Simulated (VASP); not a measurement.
# TiO2 in VASP: single point with PBE

Aim: the single point of TiO2 with PBE.

All numbers are computed with VASP 6.6.1; they aren't measurements. Logs are shortened: lines on timing, memory, paths and dates and some standing lists are left out, and cuts for length are marked.

**1. The cell of the first run**

The typed cell holds 12 atoms: a = 9.522 Å, b = 2.976 Å, c = 4.970 Å, α = 90.00°, β = 90.00°, γ = 90.00°.

**2. Single point, PBE**

INCAR

```
SYSTEM = TiO2
PREC     = Accurate       ! precision mode
ENCUT    = 600            ! plane-wave cutoff, eV
EDIFF    = 1E-6           ! SCF threshold, eV
ISMEAR   = 0              ! smearing method
SIGMA    = 0.05           ! smearing width, eV
LREAL    = .FALSE.        ! projectors in reciprocal space
LASPH    = .TRUE.         ! aspherical terms in the spheres
NELM     = 120            ! most SCF steps
ALGO     = Normal         ! electronic algorithm
ISIF     = 2              ! what is computed and relaxed
LWAVE    = .FALSE.        ! write WAVECAR
LCHARG   = .FALSE.        ! write CHGCAR
GGA      = PE             ! functional
NBANDS   = 60             ! bands
GGA_COMPAT= .FALSE.
```

KPOINTS

```
Automatic mesh
0
G
  4 8 4
  0 0 0
```

POSCAR

```
TiO2
1.0
    9.5223320988     -0.0000064603     -0.0000767971
   -0.0000020194      2.9758918796      0.0000005081
   -0.0000400944      0.0000008486      4.9700940676
Ti O
4 8
Direct
    0.1378191184      0.2500290268      0.9192900133
    0.8621811536      0.7500136494      0.0807069384
    0.3621721778      0.7499750486      0.4192977272
    0.6378181188      0.2499731760      0.5806991570
    0.2666930296      0.2500027683      0.6340080258
    0.7333027880      0.7499995300      0.3659814775
    0.2333045393      0.7499979279      0.1340003162
    0.7667022237      0.2500022522      0.8659909550
    0.9695126622      0.2500061541      0.2032250759
    0.0304901002      0.7500086814      0.7967788161
    0.5304993507      0.7499966782      0.7032237583
    0.4695047380      0.2499951073      0.2967977388
```

Potentials or basis: VASP PAW PBE potentials, release 64 (Ti_sv, O).

Command:

```bash
$ cat potpaw_PBE.64/Ti_sv/POTCAR potpaw_PBE.64/O/POTCAR > POTCAR
$ mpirun -np 1 vasp_std > vasp.out
```

OUTCAR:

```text
SYSTEM = TiO2
   PREC = Accurate
   ENCUT = 600
   EDIFF = 1E-6
   ISMEAR = 0
   LREAL = .FALSE.
   LASPH = .TRUE.
   NELM = 120
   ISIF = 2
   GGA = PE

 ion  position               nearest neighbor table
   1  0.138  0.250  0.919-   5 1.88  10 1.91  10 1.91   7 2.04   7 2.04   9 2.14
   2  0.862  0.750  0.081-   6 1.88   9 1.91   9 1.91   8 2.04   8 2.04  10 2.14
   3  0.362  0.750  0.419-   7 1.88  12 1.91  12 1.91   5 2.04   5 2.04  11 2.14
   4  0.638  0.250  0.581-   8 1.88  11 1.90  11 1.91   6 2.04   6 2.04  12 2.14
   5  0.267  0.250  0.634-   1 1.88   3 2.04   3 2.04
   6  0.733  0.750  0.366-   2 1.88   4 2.04   4 2.04
   7  0.233  0.750  0.134-   3 1.88   1 2.04   1 2.04
   8  0.767  0.250  0.866-   4 1.88   2 2.04   2 2.04
   9  0.970  0.250  0.203-   2 1.91   2 1.91   1 2.14
  10  0.030  0.750  0.797-   1 1.91   1 1.91   2 2.14
  11  0.530  0.750  0.703-   4 1.90   4 1.91   3 2.14
  12  0.470  0.250  0.297-   3 1.91   3 1.91   4 2.14

  LATTYP: Found a simple monoclinic cell.
 ALAT       =     4.9700940678
 B/A-ratio  =     0.5987596691
 C/A-ratio  =     1.9159259300
 COS(beta)  =    -0.0000161321

  Lattice vectors:

 A1 = (  -0.0000400944,   0.0000008486,   4.9700940676)
 A2 = (   0.0000020194,  -2.9758918796,  -0.0000005081)
 A3 = (   9.5223320988,  -0.0000064603,  -0.0000767971)

Analysis of symmetry for initial positions (statically):
=====================================================================
 Subroutine PRICEL returns:
 Original cell was already a primitive cell.

 Routine SETGRP: Setting up the symmetry group for a
 simple monoclinic supercell.

 Subroutine GETGRP returns: Found  1 space group operations
 (whereof  1 operations were pure point group operations)
 out of a pool of  4 trial point group operations.

The static configuration has the point symmetry C_1 .

Analysis of symmetry for dynamics (positions and initial velocities):
=====================================================================
 Subroutine PRICEL returns:
 Original cell was already a primitive cell.

 Routine SETGRP: Setting up the symmetry group for a
 simple monoclinic supercell.

 Subroutine GETGRP returns: Found  1 space group operations
 (whereof  1 operations were pure point group operations)
 out of a pool of  4 trial point group operations.

The dynamic configuration has the point symmetry C_1 .

 Subroutine INISYM returns: Found  1 space group operations
 (whereof  1 operations are pure point group operations),
 and found     1 'primitive' translations

----------------------------------------------------------------------------------------

                                     Primitive cell

  volume of cell :     140.8397

  direct lattice vectors                    reciprocal lattice vectors
     9.522332099 -0.000006460 -0.000076797     0.105016291  0.000000071  0.000000847
    -0.000002019  2.975891880  0.000000508     0.000000228  0.336033714 -0.000000057
    -0.000040094  0.000000849  4.970094068     0.000001623 -0.000000034  0.201203435

  length of vectors
     9.522332099  2.975891880  4.970094068     0.105016291  0.336033714  0.201203435

  position of ions in fractional coordinates (direct lattice)
     0.137819118  0.250029027  0.919290013
     0.862181154  0.750013649  0.080706938
     0.362172178  0.749975049  0.419297727
     0.637818119  0.249973176  0.580699157
     0.266693030  0.250002768  0.634008026
     0.733302788  0.749999530  0.365981478
     0.233304539  0.749997928  0.134000316
     0.766702224  0.250002252  0.865990955
     0.969512662  0.250006154  0.203225076
     0.030490100  0.750008681  0.796778816
     0.530499351  0.749996678  0.703223758
     0.469504738  0.249995107  0.296797739

  ion indices of the primitive-cell ions
   primitive index   ion index
                 1           1
                 2           2
                 3           3
                 4           4
                 5           5
                 6           6
                 7           7
                 8           8
                 9           9
                10          10
                11          11
                12          12

----------------------------------------------------------------------------------------

 KPOINTS: Automatic mesh

Automatic generation of k-mesh.
 Grid dimensions read from file:
 generate k-points for:    4    8    4

 Generating k-lattice:

  Cartesian coordinates                     Fractional coordinates (reciprocal lattice)
     0.026254073  0.000000018  0.000000212     0.250000000 -0.000000000  0.000000000
     0.000000028  0.042004214 -0.000000007    -0.000000000  0.125000000  0.000000000
     0.000000406 -0.000000009  0.050300859     0.000000000 -0.000000000  0.250000000

  Length of vectors
     0.026254073  0.042004214  0.050300859

  Shift w.r.t. Gamma in fractional coordinates (k-lattice)
     0.000000000  0.000000000  0.000000000

 Subroutine IBZKPT returns following result:
 ===========================================

 Found     68 irreducible k-points:

 Following reciprocal coordinates:
            Coordinates               Weight
  0.000000  0.000000  0.000000      1.000000
  0.250000  0.000000  0.000000      2.000000
  0.500000  0.000000  0.000000      1.000000
  0.000000  0.125000  0.000000      2.000000
  0.250000  0.125000  0.000000      2.000000
 -0.250000  0.125000 -0.000000      2.000000
[... 16 lines left out ...]
  0.000000  0.125000  0.250000      2.000000
  0.000000  0.125000 -0.250000      2.000000
 [... further k-points ...]
   k-points           NKPTS =     68   k-points in BZ     NKDIM =     68   number of bands    NBANDS=     60
   number of dos      NEDOS =    301   number of ions     NIONS =     12
   total plane-waves  NPLWV =  76800
   dimension x,y,z NGX =    80 NGY =   24 NGZ =   40
   dimension x,y,z NGXF=   160 NGYF=   48 NGZF=   80
   ions per type =               4   8
   NGX,Y,Z   is equivalent  to a cutoff of  13.97, 13.41, 13.38 a.u.
   NGXF,Y,Z  is equivalent  to a cutoff of  27.93, 26.81, 26.76 a.u.
 SYSTEM =  TiO2
   PREC   = accura    normal or accurate (medium, high low for compatibility)
   ISTART =      0    job   : 0-new  1-cont  2-samecut
   ICHARG =      2    charge: 1-file 2-atom 10-const
   ISPIN  =      1    spin polarized calculation?
   LNONCOLLINEAR =      F non collinear calculations
   LSORBIT =      F    spin-orbit coupling
   LASPH  =      T    aspherical Exc in radial PAW
   ENCUT  =  600.0 eV  44.10 Ry    6.64 a.u.  19.02  5.94  9.93*2*pi/ulx,y,z
   NELM   =    120;   NELMIN=  2; NELMDL= -5     # of ELM steps
   EDIFF  = 0.1E-05   stopping-criterion for ELM
   LREAL  =      F    real-space projection
   EDIFFG = 0.1E-04   stopping-criterion for IOM
   NSW    =      0    number of steps for IOM
   IBRION =     -1    ionic relax: 0-MD 1-quasi-New 2-CG
   NFREE  =      0    steps in history (QN), initial steepest desc. (CG)
   ISIF   =      2    stress and relaxation
   ISYM   =      2    0-nonsym 1-usesym 2-fastsym
   POTIM  = 0.5000    time-step for ionic-motion
   TEBEG  =    0.0;   TEEND  =   0.0 temperature during run
   PSTRESS=    0.0 pullay stress
   NELECT =      96.0000    total number of electrons
   NUPDOWN=      -1.0000    fix difference up-down
   EMIN   =  10.00;   EMAX   =-10.00  energy-range for DOS
   EFERMI =   0.00;   METHOD = LEGACY
   ISMEAR =     0;   SIGMA  =   0.05  broadening in eV -4-tet -1-fermi 0-gaus
   EFERMI_NEDOS =   21; number of points for ismear=-14 and -15
   IALGO  =     38    algorithm
   IMIX   =      4    mixing-type and parameters
     AMIX     =   0.40;   BMIX     =  1.00
     AMIX_MAG =   1.60;   BMIX_MAG =  1.00
  volume/ion in A,a.u.               =      11.74        79.20
  Fermi-wavevector in a.u.,A,eV,Ry     =   1.440755  2.722633 28.242643  2.075776
  Thomas-Fermi vector in A             =   2.559464
   LORBIT       =      0    0 simple, 1 ext, 2 COOP (PROOUT), +10 PAW based schemes
   GGA     = PE    functional components
   LHFCALC =     F    Hartree Fock is set to
   AEXX    =    0.0000 exact exchange contribution
   IVDW    =     0    specifies the selected vdW correction
   LEPSILON=     F    determine dielectric tensor
   LRPA    =     F    only Hartree local field effects (RPA)
 non-spin polarized calculation
 Gauss-broadening in eV      SIGMA  =   0.05
  energy-cutoff  :      600.00
  volume of cell :      140.84
 maximum number of plane-waves:      4732
 NGX is ok and might be reduce to    80
   NGX = 39   NGY = 11   NGZ = 19

 number of electron      95.9999990 magnetization

 Free energy of the ion-electron system (eV)
  ---------------------------------------------------
  ext. energy  EPLUGINS =         0.00000000
  ---------------------------------------------------
  free energy    TOTEN  =      -107.09806496 eV

  energy without entropy =     -107.09806496  energy(sigma->0) =     -107.09806496

 E-fermi :   3.3626     XC(G=0): -10.5615

 val. band max:        3.0257883230   @ k =   0.0000   0.1250   0.0000
 cond. band min:       5.5709163109   @ k =   0.0000   0.2500   0.0000
 fundamental gap:      2.5451279880
 Fermi energy:         3.3626239455

 k-point     1 :       0.0000    0.0000    0.0000
  band No.  band energies     occupation
      1     -53.3955      2.00000
      2     -53.3877      2.00000
      3     -53.3744      2.00000
      4     -53.3666      2.00000
      5     -29.8000      2.00000
      6     -29.7450      2.00000
[... 52 lines left out ...]
     59       7.4211      0.00000
     60       7.6703      0.00000

 k-point     2 :       0.2500    0.0000    0.0000
  band No.  band energies     occupation
      1     -53.3947      2.00000
      2     -53.3893      2.00000
      3     -53.3728      2.00000
      4     -53.3674      2.00000
      5     -29.7939      2.00000
      6     -29.7561      2.00000
[... 1383 lines left out ...]
      4     -53.3632      2.00000
      5     -29.7807      2.00000
      6     -29.7542      2.00000
[... 52 lines left out ...]
     59       7.2068      0.00000
     60       7.4569      0.00000

 [... further k-points ...]

------------------------ aborting loop because EDIFF is reached ----------------------------------------

  FORCE on cell =-STRESS in cart. coord.  units (eV):
  Direction    XX          YY          ZZ          XY          YZ          ZX
  --------------------------------------------------------------------------------------
  -------------------------------------------------------------------------------------
  Total        0.4091523      0.5626138      0.2459407      0.0001069     -0.0001199     -0.0011536
  in kB        4.6544727      6.4002350      2.7977952      0.0012166     -0.0013642     -0.0131231
  external PRESSURE =       4.6175009 kB  Pullay stress =       0.0000000 kB

 VOLUME and BASIS-vectors are now :
 -----------------------------------------------------------------------------
  energy-cutoff  :      600.00
  volume of cell :      140.84
      direct lattice vectors                 reciprocal lattice vectors
     9.522332099 -0.000006460 -0.000076797     0.105016291  0.000000071  0.000000847
    -0.000002019  2.975891880  0.000000508     0.000000228  0.336033714 -0.000000057
    -0.000040094  0.000000849  4.970094068     0.000001623 -0.000000034  0.201203435

 POSITION                                       TOTAL-FORCE (eV/Angst)
 -----------------------------------------------------------------------------------
      1.31232      0.74406      4.56895         0.024725     -0.000174      0.035176
      8.20997      2.23195      0.40106        -0.025764     -0.000079     -0.034881
      3.44871      2.23184      2.08392        -0.024976      0.000167      0.035112
      6.07349      0.74389      2.88608         0.026663      0.000208     -0.034637
      2.53951      0.74398      3.15106         0.014358     -0.000026     -0.016616
      6.98274      2.23191      1.81891        -0.014366      0.000048      0.016642
      2.22160      2.23191      0.66598        -0.013816      0.000052     -0.015880
      7.30076      0.74398      4.30400         0.013749     -0.000005      0.015889
      9.23201      0.74399      1.00997         0.049078      0.000058      0.046546
      0.29030      2.23195      3.96006        -0.048814      0.000054     -0.046926
      5.05156      2.23191      3.49505        -0.049629     -0.000211      0.046851
      4.47077      0.74396      1.47508         0.048793     -0.000094     -0.047275
 -----------------------------------------------------------------------------------
    total drift:                               -0.000014     -0.000007     -0.000038

  FREE ENERGIE OF THE ION-ELECTRON SYSTEM (eV)
  ---------------------------------------------------
  free  energy   TOTEN  =      -107.0980649616 eV

  energy  without entropy=     -107.0980649616  energy(sigma->0) =     -107.09806496
```

Wall time 20 min (1 thread of Oxide Virtual Turin-like, shared host); peak memory 0.57 GiB.

What came out:

| Property | Result |
| --- | --- |
| Free energy | -107.0981 eV |
| Pressure | 0.5 GPa |
| Largest force | 0.068 eV/Å |
| Band gap on the k mesh | 2.55 eV (least direct gap 2.69 eV) |

Forces on the atoms (eV/Å):
```
Ti   0.025  0.000  0.035
Ti  -0.026  0.000 -0.035
Ti  -0.025  0.000  0.035
Ti   0.027  0.000 -0.035
O    0.014  0.000 -0.017
O   -0.014  0.000  0.017
O   -0.014  0.000 -0.016
O    0.014  0.000  0.016
O    0.049  0.000  0.047
O   -0.049  0.000 -0.047
O   -0.050  0.000  0.047
O    0.049  0.000 -0.047
```

A k mesh can miss the band edges.
